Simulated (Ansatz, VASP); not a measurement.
## One calculation of BeCd3S2, two programs

INCAR

```
SYSTEM = BeCd3S2
  PREC = Accurate
  ENCUT = 520
  EDIFF = 1E-6
  ISMEAR = 0
  SIGMA = 0.1
  LREAL = .False.
  LASPH = .True.
  NELM = 80
  ALGO = Normal
  ISIF = 2
  LWAVE = .False.
  LCHARG = .False.
  GGA = PE
  NBANDS = 34
```

The input KPOINTS:

```
regular mesh
0
Gamma
  3 3 6
  0 0 0
```

Contents of POSCAR:

```
BeCd3S2
1.0
    6.4183976800      0.0000000000      0.0000000000
   -3.2091988400      5.5584954500      0.0000000000
    0.0000000000      0.0000000000      3.3675419500
Be Cd S
1 3 2
Direct
    0.0000000000      0.0000000000      0.5000000000
    0.0000000000      0.5000000000      0.0000000000
    0.5000000000      0.5000000000      0.0000000000
    0.5000000000      0.0000000000      0.0000000000
    0.6666666700      0.3333333300      0.5000000000
    0.3333333300      0.6666666700      0.5000000000
```

Input for Ansatz:

```yaml
crystal:
  lattice:
    - [6.41839768, 0.0, 0.0]
    - [-3.20919884, 5.55849545, 0.0]
    - [0.0, 0.0, 3.36754195]
  atoms:
    - { symbol: Be, position: [0.0, 0.0, 0.5] }
    - { symbol: Cd, position: [0.0, 0.5, 0.0] }
    - { symbol: Cd, position: [0.5, 0.5, 0.0] }
    - { symbol: Cd, position: [0.5, 0.0, 0.0] }
    - { symbol: S, position: [0.66666667, 0.33333333, 0.5] }
    - { symbol: S, position: [0.33333333, 0.66666667, 0.5] }
basis:
  ecutwfc: 420
kpoints:
  mp_grid: { grid: [3, 3, 6] }
hamiltonian:
  xc: pbe
scf:
  occupations: { method: gaussian, width: 0.1 }
  lower_state_search: "off"
output:
  forces: true
  stress: true
  eigenvalues: true
```

Change from the starting cell: species swapped into the NdB2Ir3 type (P6/mmm, No. 191).

Alike in both runs: task single point; functional PBE; k mesh 3 × 3 × 6; occupations gaussian, width 0.1 eV; no spin polarisation.

|  | VASP | Ansatz |
| --- | --- | --- |
| version | VASP 6.6.1 | Ansatz 0.2.0 |
| potentials or method | VASP PAW PBE potentials, release 64 (Be, Cd, S), cutoff 520 eV | scalar-relativistic, plane waves, PAW |
| valence electrons in the cell | 50 | 74 |

|  | VASP | Ansatz | Ansatz less VASP |
| --- | --- | --- | --- |
| gap on the k mesh at the Fermi level (eV) | none | none | - |
| pressure (GPa) | 18.0 | 17.2 | -0.78 |
| traceless stress, the component that is largest in VASP (GPa) | 7.39 | 7.11 | -0.280 |

A gap of «none» marks a metal or a gap that the smearing closes. With one functional, cell and mesh, what is left measures potentials, basis and numerics. VASP's potentials hold 50 valence electrons a cell and Ansatz's 74, so a difference there can come from the potentials and not from the codes.

The k mesh is coarse, so the values compare programs but aren't converged.
